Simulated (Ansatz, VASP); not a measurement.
**Al: VASP beside Ansatz**

File INCAR:

```
PREC = Accurate ; ENCUT = 520
EDIFF = 1E-6 ; ISMEAR = 0
SIGMA = 0.15 ; LREAL = False
LASPH = True ; NELM = 100
ALGO = Fast ; ISIF = 2
LWAVE = False ; LCHARG = True
GGA = PE ; IVDW = 12
LELF = True ; LVHAR = True
NBANDS = 14
```

KPOINTS

```
regular mesh
0
Gamma
  18 18 6
```

POSCAR

```
Al
1.0
    2.8279909309      0.0000000000      0.0000000000
   -1.4139954654      2.4491119878      0.0000000000
    0.0000000000      0.0000000000      8.5699437169
Al
4
Direct
    0.0000000000      0.0000000000      0.0000000000
    0.3333333333      0.6666666667      0.2500000000
    0.0000000000      0.0000000000      0.5000000000
    0.6666666667      0.3333333333      0.7500000000
```

Input for Ansatz:

```yaml
crystal:
  lattice:
    - [2.8279909309, 0.0, 0.0]
    - [-1.4139954654, 2.4491119878, 0.0]
    - [0.0, 0.0, 8.5699437169]
  atoms:
    - { symbol: Al, position: [0.0, 0.0, 0.0] }
    - { symbol: Al, position: [0.3333333333, 0.6666666667, 0.25] }
    - { symbol: Al, position: [0.0, 0.0, 0.5] }
    - { symbol: Al, position: [0.6666666667, 0.3333333333, 0.75] }
basis:
  ecutwfc: 420
kpoints:
  mp_grid: { grid: [18, 18, 6] }
hamiltonian:
  xc: pbe
  dispersion: d3bj
scf:
  occupations: { method: gaussian, width: 0.15 }
output:
  forces: true
  stress: true
  eigenvalues: true
```

Alike in both runs: task single point; functional PBE; dispersion D3(BJ); k mesh 18 × 18 × 6; occupations gaussian, width 0.15 eV; no spin polarisation.

```csv
,VASP,Ansatz
version,VASP 6.6.1,Ansatz 0.2.0
potentials or method,"VASP PAW PBE potentials, release 64 (Al), cutoff 520 eV","scalar-relativistic, plane waves, PAW"
valence electrons in the cell,12,12
```

|  | VASP | Ansatz | Ansatz less VASP |
| --- | --- | --- | --- |
| gap on the k mesh at the Fermi level (eV) | none | none | - |
| pressure (GPa) | 7.3 | 7.3 | +0.03 |
| traceless stress, the component that is largest in VASP (GPa) | 5.89 | 5.89 | 0.000 |

A gap of «none» marks a metal or a gap that the smearing closes.
